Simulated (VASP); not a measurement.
# SbW (wurtzite type) (P6_3mc) in VASP: a series of runs, part 2 of 2

VASP 6.6.1. Earlier steps stand in the parts before.

### Step 3. Single point, PBEsol

INCAR

```
SYSTEM = SbW
ALGO = Normal
EDIFF = 1E-6
ENCUT = 520
GGA = PS
ISIF = 2
ISMEAR = -1
LASPH = .True.
LCHARG = .False.
LREAL = .False.
LWAVE = .False.
NBANDS = 27
NELM = 100
PREC = Accurate
SIGMA = 0.05
```

KPOINTS

```
k-points
0
Gamma
  9 9 5
  0 0 0
```

POSCAR

```
SbW
1.0
    2.8410908412      0.0000000000      0.0000000000
   -1.4205454206      2.4604568429      0.0000000000
    0.0000000000      0.0000000000      9.1954885188
W Sb
2 2
Direct
    0.3333333333      0.6666666667      0.0510014519
    0.6666666667      0.3333333333      0.5510014519
    0.3333333333      0.6666666667      0.3249985481
    0.6666666667      0.3333333333      0.8249985481
```

Potentials or basis: VASP PAW PBE potentials, release 64 (W_sv, Sb).

The run is started by

```bash
$ cat potpaw_PBE.64/W_sv/POTCAR potpaw_PBE.64/Sb/POTCAR > POTCAR
$ mpirun -np 1 vasp_std > vasp.out
```

OUTCAR:

```text
SYSTEM = SbW
   EDIFF = 1E-6
   ENCUT = 520
   GGA = PS
   ISIF = 2
   ISMEAR = -1
   LASPH = .True.
   LREAL = .False.
   NELM = 100
   PREC = Accurate

 ion  position               nearest neighbor table
   1  0.333  0.667  0.051-   3 2.52   4 2.65   4 2.65   4 2.65
   2  0.667  0.333  0.551-   4 2.52   3 2.65   3 2.65   3 2.65
   3  0.333  0.667  0.325-   1 2.52   2 2.65   2 2.65   2 2.65
   4  0.667  0.333  0.825-   2 2.52   1 2.65   1 2.65   1 2.65

  LATTYP: Found a hexagonal cell.
 ALAT       =     2.8410908412
 C/A-ratio  =     3.2366048933

  Lattice vectors:

 A1 = (   2.8410908412,   0.0000000000,   0.0000000000)
 A2 = (  -1.4205454206,   2.4604568429,   0.0000000000)
 A3 = (   0.0000000000,   0.0000000000,   9.1954885188)

Analysis of symmetry for initial positions (statically):
=====================================================================
 Subroutine PRICEL returns:
 Original cell was already a primitive cell.

 Routine SETGRP: Setting up the symmetry group for a
 hexagonal supercell.

 Subroutine GETGRP returns: Found 12 space group operations
 (whereof  6 operations were pure point group operations)
 out of a pool of 24 trial point group operations.

The static configuration has the point symmetry C_3v.
 The point group associated with its full space group is C_6v.

Analysis of symmetry for dynamics (positions and initial velocities):
=====================================================================
 Subroutine PRICEL returns:
 Original cell was already a primitive cell.

 Routine SETGRP: Setting up the symmetry group for a
 hexagonal supercell.

 Subroutine GETGRP returns: Found 12 space group operations
 (whereof  6 operations were pure point group operations)
 out of a pool of 24 trial point group operations.

The dynamic configuration has the point symmetry C_3v.
 The point group associated with its full space group is C_6v.

 Subroutine INISYM returns: Found 12 space group operations
 (whereof  6 operations are pure point group operations),
 and found     1 'primitive' translations

----------------------------------------------------------------------------------------

                                     Primitive cell

  volume of cell :      64.2800

  direct lattice vectors                    reciprocal lattice vectors
     2.841090841  0.000000000  0.000000000     0.351977482  0.203214294  0.000000000
    -1.420545421  2.460456843  0.000000000     0.000000000  0.406428588  0.000000000
     0.000000000  0.000000000  9.195488519     0.000000000  0.000000000  0.108748980

  length of vectors
     2.841090841  2.841090841  9.195488519     0.406428588  0.406428588  0.108748980

  position of ions in fractional coordinates (direct lattice)
     0.333333333  0.666666667  0.051001452
     0.666666667  0.333333333  0.551001452
     0.333333333  0.666666667  0.324998548
     0.666666667  0.333333333  0.824998548

  ion indices of the primitive-cell ions
   primitive index   ion index
                 1           1
                 2           2
                 3           3
                 4           4

----------------------------------------------------------------------------------------

 KPOINTS: k-points

Automatic generation of k-mesh.
 Grid dimensions read from file:
 generate k-points for:    9    9    5

 Generating k-lattice:

  Cartesian coordinates                     Fractional coordinates (reciprocal lattice)
     0.039108609  0.022579366  0.000000000     0.111111111  0.000000000  0.000000000
     0.000000000  0.045158732  0.000000000     0.000000000  0.111111111  0.000000000
     0.000000000  0.000000000  0.021749796     0.000000000  0.000000000  0.200000000

  Length of vectors
     0.045158732  0.045158732  0.021749796

  Shift w.r.t. Gamma in fractional coordinates (k-lattice)
     0.000000000  0.000000000  0.000000000

 Subroutine IBZKPT returns following result:
 ===========================================

 Found     36 irreducible k-points:

 Following reciprocal coordinates:
            Coordinates               Weight
  0.000000  0.000000  0.000000      1.000000
  0.111111  0.000000  0.000000      6.000000
  0.222222  0.000000  0.000000      6.000000
  0.333333  0.000000  0.000000      6.000000
  0.444444  0.000000  0.000000      6.000000
  0.111111  0.111111  0.000000      6.000000
[... 16 lines left out ...]
  0.333333  0.222222  0.200000     24.000000
  0.333333  0.333333  0.200000      4.000000
 [... further k-points ...]
   k-points           NKPTS =     36   k-points in BZ     NKDIM =     36   number of bands    NBANDS=     27
   number of dos      NEDOS =    301   number of ions     NIONS =      4
   total plane-waves  NPLWV =  40320
   dimension x,y,z NGX =    24 NGY =   24 NGZ =   70
   dimension x,y,z NGXF=    48 NGYF=   48 NGZF=  140
   ions per type =               2   2
   NGX,Y,Z   is equivalent  to a cutoff of  14.04, 14.04, 12.66 a.u.
   NGXF,Y,Z  is equivalent  to a cutoff of  28.09, 28.09, 25.31 a.u.
 SYSTEM =  SbW
   PREC   = accura    normal or accurate (medium, high low for compatibility)
   ISTART =      0    job   : 0-new  1-cont  2-samecut
   ICHARG =      2    charge: 1-file 2-atom 10-const
   ISPIN  =      1    spin polarized calculation?
   LNONCOLLINEAR =      F non collinear calculations
   LSORBIT =      F    spin-orbit coupling
   LASPH  =      T    aspherical Exc in radial PAW
   ENCUT  =  520.0 eV  38.22 Ry    6.18 a.u.   5.28  5.28 17.10*2*pi/ulx,y,z
   NELM   =    100;   NELMIN=  2; NELMDL= -5     # of ELM steps
   EDIFF  = 0.1E-05   stopping-criterion for ELM
   LREAL  =      F    real-space projection
   EDIFFG = 0.1E-04   stopping-criterion for IOM
   NSW    =      0    number of steps for IOM
   IBRION =     -1    ionic relax: 0-MD 1-quasi-New 2-CG
   NFREE  =      0    steps in history (QN), initial steepest desc. (CG)
   ISIF   =      2    stress and relaxation
   ISYM   =      2    0-nonsym 1-usesym 2-fastsym
   POTIM  = 0.5000    time-step for ionic-motion
   TEBEG  =    0.0;   TEEND  =   0.0 temperature during run
   PSTRESS=    0.0 pullay stress
   NELECT =      38.0000    total number of electrons
   NUPDOWN=      -1.0000    fix difference up-down
   EMIN   =  10.00;   EMAX   =-10.00  energy-range for DOS
   EFERMI =   0.00;   METHOD = LEGACY
   ISMEAR =    -1;   SIGMA  =   0.05  broadening in eV -4-tet -1-fermi 0-gaus
   EFERMI_NEDOS =   21; number of points for ismear=-14 and -15
   IALGO  =     38    algorithm
   IMIX   =      4    mixing-type and parameters
     AMIX     =   0.40;   BMIX     =  1.00
     AMIX_MAG =   1.60;   BMIX_MAG =  1.00
  volume/ion in A,a.u.               =      16.07       108.45
  Fermi-wavevector in a.u.,A,eV,Ry     =   1.373971  2.596428 25.685017  1.887795
  Thomas-Fermi vector in A             =   2.499440
   LORBIT       =      0    0 simple, 1 ext, 2 COOP (PROOUT), +10 PAW based schemes
   GGA     = PS    functional components
   LHFCALC =     F    Hartree Fock is set to
   AEXX    =    0.0000 exact exchange contribution
   IVDW    =     0    specifies the selected vdW correction
   LEPSILON=     F    determine dielectric tensor
   LRPA    =     F    only Hartree local field effects (RPA)
 non-spin polarized calculation
  energy-cutoff  :      520.00
  volume of cell :       64.28
 maximum number of plane-waves:      1744
 NGX is ok and might be reduce to    24
   NGX = 11   NGY = 11   NGZ = 35

 number of electron      38.0000003 magnetization

 Free energy of the ion-electron system (eV)
  ---------------------------------------------------
  ext. energy  EPLUGINS =         0.00000000
  ---------------------------------------------------
  free energy    TOTEN  =       -31.21876075 eV

  energy without entropy =      -31.18746985  energy(sigma->0) =      -31.20311530

 E-fermi :  13.5251     XC(G=0): -13.1338

 val. band max:       13.5177554106   @ k =   0.3333   0.1111   0.2000
 cond. band min:      13.5363217021   @ k =   0.4444   0.1111   0.4000
 fundamental gap:      0.0185662915
 Fermi energy:        13.5251090992

 k-point     1 :       0.0000    0.0000    0.0000
  band No.  band energies     occupation
      1     -60.0158      2.00000
      2     -60.0156      2.00000
      3     -24.6486      2.00000
      4     -24.6402      2.00000
      5     -23.7649      2.00000
      6     -23.7649      2.00000
[... 19 lines left out ...]
     26      22.5829      0.00000
     27      23.9172      0.00000
[... 667 lines left out ...]
      5     -24.4312      2.00000
      6     -24.4312      2.00000
[... 19 lines left out ...]
     26      19.2105      0.00000
     27      20.6001      0.00000

 [... further k-points ...]
[... 5 lines left out ...]
  --------------------------------------------------------------------------------------
  -------------------------------------------------------------------------------------
  Total       21.4298056     21.4298056     21.0853308      0.0000000      0.0000000      0.0000000
  in kB      534.1375807    534.1375807    525.5515513      0.0000000      0.0000000      0.0000000
  external PRESSURE =     531.2755709 kB  Pullay stress =       0.0000000 kB

 VOLUME and BASIS-vectors are now :
 -----------------------------------------------------------------------------
  energy-cutoff  :      520.00
  volume of cell :       64.28
      direct lattice vectors                 reciprocal lattice vectors
     2.841090841  0.000000000  0.000000000     0.351977482  0.203214294  0.000000000
    -1.420545421  2.460456843  0.000000000     0.000000000  0.406428588  0.000000000
     0.000000000  0.000000000  9.195488519     0.000000000  0.000000000  0.108748980

 POSITION                                       TOTAL-FORCE (eV/Angst)
 -----------------------------------------------------------------------------------
     -0.00000      1.64030      0.46898        -0.000000     -0.000000      0.063955
      1.42055      0.82015      5.06673         0.000000      0.000000      0.063955
     -0.00000      1.64030      2.98852         0.000000      0.000000     -0.063955
      1.42055      0.82015      7.58626        -0.000000     -0.000000     -0.063955
 -----------------------------------------------------------------------------------
    total drift:                               -0.000000      0.000000     -0.000796

  FREE ENERGIE OF THE ION-ELECTRON SYSTEM (eV)
  ---------------------------------------------------
  free  energy   TOTEN  =       -31.2187607513 eV

  energy  without entropy=      -31.1874698456  energy(sigma->0) =      -31.20311530
```

OSZICAR:

```text
N       E                     dE             d eps       ncg     rms          rms(c)
DAV:   1     0.403792358004E+03    0.40379E+03   -0.20355E+04  1968   0.145E+03
DAV:   2    -0.163725664973E+02   -0.42016E+03   -0.41245E+03  2324   0.439E+02
DAV:   3    -0.321194636257E+02   -0.15747E+02   -0.15433E+02  2297   0.868E+01
DAV:   4    -0.324025207471E+02   -0.28306E+00   -0.28190E+00  2436   0.124E+01
DAV:   5    -0.324063625651E+02   -0.38418E-02   -0.38410E-02  2252   0.141E+00    0.322E+01
DAV:   6    -0.315144480227E+02    0.89191E+00   -0.10749E+00  2248   0.804E+00    0.144E+01
DAV:   7    -0.312316712441E+02    0.28278E+00   -0.56873E-01  2231   0.480E+00    0.193E+00
DAV:   8    -0.312214602931E+02    0.10211E-01   -0.44163E-02  2260   0.123E+00    0.541E-01
DAV:   9    -0.312188557837E+02    0.26045E-02   -0.55526E-03  2146   0.635E-01    0.171E-01
DAV:  10    -0.312187755549E+02    0.80229E-04   -0.40119E-04  2404   0.153E-01    0.394E-02
DAV:  11    -0.312187610873E+02    0.14468E-04   -0.68573E-05  2196   0.577E-02    0.195E-02
DAV:  12    -0.312187607513E+02    0.33595E-06   -0.58986E-06  1954   0.181E-02
   1 F= -.31218761E+02 E0= -.31203115E+02  d E =-.312909E-01
```

stdout:

```text
POSCAR found type information on POSCAR W Sb
 POSCAR found :  2 types and       4 ions
 scaLAPACK will be used
 -----------------------------------------------------------------------------
|                                                                             |
|                                                                             |
|     You enforced a specific xc type in the INCAR file but a different       |
|     I HOPE YOU KNOW WHAT YOU ARE DOING!                                     |
|                                                                             |
 -----------------------------------------------------------------------------

 LDA part: xc-table for (Slater+PW92), standard interpolation
 POSCAR, INCAR and KPOINTS ok, starting setup
 FFT: planning ... GRIDC
 FFT: planning ... GRID_SOFT
 FFT: planning ... GRID
 WAVECAR not read
 entering main loop
```

Wall time 23 s (1 thread of Intel Xeon 6975P-C (Granite Rapids), shared host); peak memory 0.21 GiB.

Results:

```yaml
Free_energy: -31.2188 eV
Pressure: 53.1 GPa
Largest_force: 0.064 eV/Å
Band_gap_on_the_k_mesh: zero (bands 19 and 20 overlap by 3.06 eV)
```

Forces in eV/Å, atoms in the order of the input:
```
W    0.000  0.000  0.064
W    0.000  0.000  0.064
Sb   0.000  0.000 -0.064
Sb   0.000  0.000 -0.064
```

Caveat: the cell stands under pressure; the PAW data sets were made with another functional, which shifts forces and pressure a little; spin-orbit coupling is left out, which moves the levels of the heavy elements.
